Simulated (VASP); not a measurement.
# Mg (I4/mmm) in VASP: notebook, part 3 of 3

VASP 6.6.1.

## Step 6: Electric field gradients, LDA (equal xx and yy strain of +2 %)

File INCAR:

```
SYSTEM = Mg
PREC = Accurate ; ENCUT = 520
EDIFF = 1E-8 ; ISMEAR = -1
SIGMA = 0.03 ; LREAL = .False.
LASPH = .True. ; NELM = 60
ALGO = Normal ; ISIF = 2
LWAVE = .False. ; LCHARG = .False.
LEFG = .True. ; NBANDS = 7
```

File KPOINTS:

```
regular mesh
0
Gamma
  16 16 16
  0 0 0
```

File POSCAR:

```
Mg
1.0
    0.0000000000      2.2891411200      2.2442560000
    2.2891411200      0.0000000000      2.2442560000
    2.2891411200      2.2891411200      0.0000000000
Mg
1
Direct
    0.0000000000      0.0000000000      0.0000000000
```

Potentials or basis: VASP PAW LDA potentials, release 64 (Mg).

Command:

```
> cat potpaw_LDA.64/Mg/POTCAR > POTCAR
> mpirun -np 1 vasp_std > vasp.out
```

OUTCAR:

```text
SYSTEM = Mg
   PREC = Accurate
   ENCUT = 520
   EDIFF = 1E-8
   ISMEAR = -1
   LREAL = .False.
   LASPH = .True.
   NELM = 60
   ISIF = 2

 ion  position               nearest neighbor table
   1  0.000  0.000  0.000-

  LATTYP: Found a body centered tetragonal cell.
 ALAT       =     3.2373344181
 C/A-ratio  =     1.3864838847

  Lattice vectors:

 A1 = (   0.0000000000,  -2.2891411200,  -2.2442560000)
 A2 = (   0.0000000000,   2.2891411200,  -2.2442560000)
 A3 = (   2.2891411200,   0.0000000000,   2.2442560000)

Analysis of symmetry for initial positions (statically):
=====================================================================
 Subroutine PRICEL returns:
 Original cell was already a primitive cell.

 Routine SETGRP: Setting up the symmetry group for a
 body centered tetragonal supercell.

 Subroutine GETGRP returns: Found 16 space group operations
 (whereof 16 operations were pure point group operations)
 out of a pool of 16 trial point group operations.

The static configuration has the point symmetry D_4h.

Analysis of symmetry for dynamics (positions and initial velocities):
=====================================================================
 Subroutine PRICEL returns:
 Original cell was already a primitive cell.

 Routine SETGRP: Setting up the symmetry group for a
 body centered tetragonal supercell.

 Subroutine GETGRP returns: Found 16 space group operations
 (whereof 16 operations were pure point group operations)
 out of a pool of 16 trial point group operations.

The dynamic configuration has the point symmetry D_4h.

 Subroutine INISYM returns: Found 16 space group operations
 (whereof 16 operations are pure point group operations),
 and found     1 'primitive' translations

----------------------------------------------------------------------------------------

                                     Primitive cell

  volume of cell :      23.5206

  direct lattice vectors                    reciprocal lattice vectors
     0.000000000  2.289141120  2.244256000    -0.218422532  0.218422532  0.222790983
     2.289141120  0.000000000  2.244256000     0.218422532 -0.218422532  0.222790983
     2.289141120  2.289141120  0.000000000     0.218422532  0.218422532 -0.222790983

  length of vectors
     3.205752963  3.205752963  3.237334418     0.380857752  0.380857752  0.380857752

  position of ions in fractional coordinates (direct lattice)
     0.000000000  0.000000000  0.000000000

  ion indices of the primitive-cell ions
   primitive index   ion index
                 1           1

----------------------------------------------------------------------------------------

 KPOINTS: regular mesh

Automatic generation of k-mesh.
 Grid dimensions read from file:
 generate k-points for:   16   16   16

 Generating k-lattice:

  Cartesian coordinates                     Fractional coordinates (reciprocal lattice)
    -0.013651408  0.013651408  0.013924436     0.062500000  0.000000000  0.000000000
[... 60 lines left out ...]
   LREAL  =      F    real-space projection
   EDIFFG = 0.1E-06   stopping-criterion for IOM
   NSW    =      0    number of steps for IOM
   IBRION =     -1    ionic relax: 0-MD 1-quasi-New 2-CG
   NFREE  =      0    steps in history (QN), initial steepest desc. (CG)
   ISIF   =      2    stress and relaxation
   ISYM   =      2    0-nonsym 1-usesym 2-fastsym
   POTIM  = 0.5000    time-step for ionic-motion
   TEBEG  =    0.0;   TEEND  =   0.0 temperature during run
   PSTRESS=    0.0 pullay stress
   NELECT =       2.0000    total number of electrons
   NUPDOWN=      -1.0000    fix difference up-down
   EMIN   =  10.00;   EMAX   =-10.00  energy-range for DOS
   EFERMI =   0.00;   METHOD = LEGACY
   ISMEAR =    -1;   SIGMA  =   0.03  broadening in eV -4-tet -1-fermi 0-gaus
   EFERMI_NEDOS =   21; number of points for ismear=-14 and -15
   IALGO  =     38    algorithm
   IMIX   =      4    mixing-type and parameters
     AMIX     =   0.40;   BMIX     =  1.00
     AMIX_MAG =   1.60;   BMIX_MAG =  1.00
  volume/ion in A,a.u.               =      23.52       158.72
  Fermi-wavevector in a.u.,A,eV,Ry     =   0.719895  1.360404  7.051198  0.518248
  Thomas-Fermi vector in A             =   1.809208
   LORBIT       =      0    0 simple, 1 ext, 2 COOP (PROOUT), +10 PAW based schemes
   GGA     = CA    functional components
   LHFCALC =     F    Hartree Fock is set to
   AEXX    =    0.0000 exact exchange contribution
   IVDW    =     0    specifies the selected vdW correction
   LEPSILON=     F    determine dielectric tensor
   LRPA    =     F    only Hartree local field effects (RPA)
 non-spin polarized calculation
  energy-cutoff  :      520.00
  volume of cell :       23.52
 maximum number of plane-waves:       647
   NGX = 11   NGY = 11   NGZ = 13

 number of electron       2.0000000 magnetization

 Free energy of the ion-electron system (eV)
  ---------------------------------------------------
  ext. energy  EPLUGINS =         0.00000000
  ---------------------------------------------------
  free energy    TOTEN  =        -1.77721119 eV

  energy without entropy =       -1.77588231  energy(sigma->0) =       -1.77654675

 E-fermi :   2.3206     XC(G=0):  -8.6021

 val. band max:        2.3015253532   @ k =   0.5000   0.5000   0.0000
 cond. band min:       2.3334197737   @ k =  -0.3750   0.1875   0.0625
 fundamental gap:      0.0318944206
 Fermi energy:         2.3205883897

 k-point     1 :       0.0000    0.0000    0.0000
  band No.  band energies     occupation
      1      -4.4710      2.00000
      2      14.4494      0.00000
      3      14.4494      0.00000
      4      14.5931      0.00000
      5      16.1267      0.00000
      6      16.1742      0.00000
      7      16.1742      0.00000
[... 221 lines left out ...]
 k-point    24 :      -0.0625    0.0625    0.0000
  band No.  band energies     occupation
      1      -4.2466      2.00000
      2      12.2231      0.00000
      3      13.0389      0.00000
      4      14.6672      0.00000
      5      16.3370      0.00000
      6      16.6403      0.00000
      7      17.2601      0.00000

 [... further k-points ...]
[... 5 lines left out ...]
  --------------------------------------------------------------------------------------
  -------------------------------------------------------------------------------------
  Total       -0.4146761     -0.4146761     -0.4419237      0.0000000      0.0000000     -0.0000000
  in kB      -28.2469832    -28.2469832    -30.1030402      0.0000000      0.0000000     -0.0000000
  external PRESSURE =     -28.8656689 kB  Pullay stress =       0.0000000 kB

 VOLUME and BASIS-vectors are now :
 -----------------------------------------------------------------------------
  energy-cutoff  :      520.00
  volume of cell :       23.52
      direct lattice vectors                 reciprocal lattice vectors
     0.000000000  2.289141120  2.244256000    -0.218422532  0.218422532  0.222790983
     2.289141120  0.000000000  2.244256000     0.218422532 -0.218422532  0.222790983
     2.289141120  2.289141120  0.000000000     0.218422532  0.218422532 -0.222790983

 POSITION                                       TOTAL-FORCE (eV/Angst)
 -----------------------------------------------------------------------------------
      0.00000      0.00000      0.00000         0.000000      0.000000      0.000000
 -----------------------------------------------------------------------------------
    total drift:                               -0.000000      0.000000     -0.000000

  FREE ENERGIE OF THE ION-ELECTRON SYSTEM (eV)
  ---------------------------------------------------
  free  energy   TOTEN  =        -1.7772111851 eV

  energy  without entropy=       -1.7758823105  energy(sigma->0) =       -1.77654675

 Electric field gradients (V/A^2)
---------------------------------------------------------------------
 ion       V_xx      V_yy      V_zz      V_xy      V_xz      V_yz
---------------------------------------------------------------------
   1      -0.395    -0.395     0.791    -0.000    -0.000    -0.000
---------------------------------------------------------------------

 Electric field gradients after diagonalization (V/A^2)
 (convention: |V_zz| > |V_xx| > |V_yy|)
----------------------------------------------------------------------
 ion       V_xx      V_yy      V_zz     asymmetry (V_yy - V_xx)/ V_zz
----------------------------------------------------------------------
   1      -0.395    -0.395     0.791       0.000
----------------------------------------------------------------------

           NMR quadrupolar parameters

 Cq : quadrupolar parameter    Cq=e*Q*V_zz/h
 eta: asymmetry parameters     (V_yy - V_xx)/ V_zz
 Q  : nuclear electric quadrupole moment in mb (millibarn)
----------------------------------------------------------------------
 ion       Cq(MHz)       eta       Q (mb)
----------------------------------------------------------------------
   1       0.002       0.000       1.000
----------------------------------------------------------------------
```

stdout:

```text
POSCAR found type information on POSCAR Mg
 POSCAR found :  1 types and       1 ions
 scaLAPACK will be used
 LDA part: xc-table for (Slater(with rela. corr.)+CA(PZ))
 , standard interpolation
 POSCAR, INCAR and KPOINTS ok, starting setup
 FFT: planning ... GRIDC
 FFT: planning ... GRID_SOFT
 FFT: planning ... GRID
 WAVECAR not read
 entering main loop
ion   1
```

It took 11 s on 1 thread of Intel Xeon 6975P-C (Granite Rapids), shared host; peak memory 0.17 GiB.

Results:

```yaml
Free_energy: -1.7772 eV
Pressure: -2.9 GPa
Band_gap_on_the_k_mesh: zero (bands 1 and 2 overlap by 2.73 eV)
Largest_electric_field_gradient_by_atom: Mg +0.8 V/Å²
```

Levels at points of the mesh, in eV from the Fermi level:
| k point | band 1 | band 2 | band 3 | band 4 | band 5 |
| --- | --- | --- | --- | --- | --- |
| (0.00, 0.00, 0.00) | -6.79 | 12.13 | 12.13 | 12.27 | 13.81 |
| (0.50, 0.00, 0.00) | -1.61 | -1.31 | 10.96 | 11.30 | 11.49 |
| (0.50, 0.50, 0.00) | -0.02 | 0.98 | 5.96 | 6.58 | 6.58 |
| (0.50, 0.00, 0.50) | -0.26 | 0.68 | 6.17 | 6.83 | 6.91 |

Electric field gradients, principal values (V/Å²):
| atom | least | middle | greatest (by size) |
| --- | --- | --- | --- |
| 1 Mg | -0.395 | -0.395 | 0.791 |

Caveat: the cell differs from its parent crystal (equal xx and yy strain of +2 %); without QUAD_EFG the Cq values of the log hold for a quadrupole moment of 1 mb, not for the nuclei.

## Step 7: The runs side by side

| cell | gap on the mesh (eV) | pressure (GPa) |
| --- | --- | --- |
| a = 3.127, b = 3.127, c = 3.079 Å, angles 60.5, 60.5, 59.0°, 1 atom | none | 0.6 |
| a = 3.142, b = 3.142, c = 3.110 Å, angles 60.3, 60.3, 59.3°, 1 atom | none | -0.2 |
| a = 3.206, b = 3.206, c = 3.174 Å, angles 60.3, 60.3, 59.3°, 1 atom | none | -2.3 |
| a = 3.206, b = 3.206, c = 3.237 Å, angles 59.7, 59.7, 60.7°, 1 atom | none | -2.9 |

Alike in all rows: task electric field gradients; level LDA; potentials or basis VASP PAW LDA potentials, release 64 (Mg); no spin polarisation; k mesh 16 × 16 × 16; cutoff (eV) 520; smearing fermi-dirac 0.03 eV.

Absolute energies hang on the potentials; compare differences alone.

The gap in the log of VASP goes by the Fermi energy; the results here count the filled bands.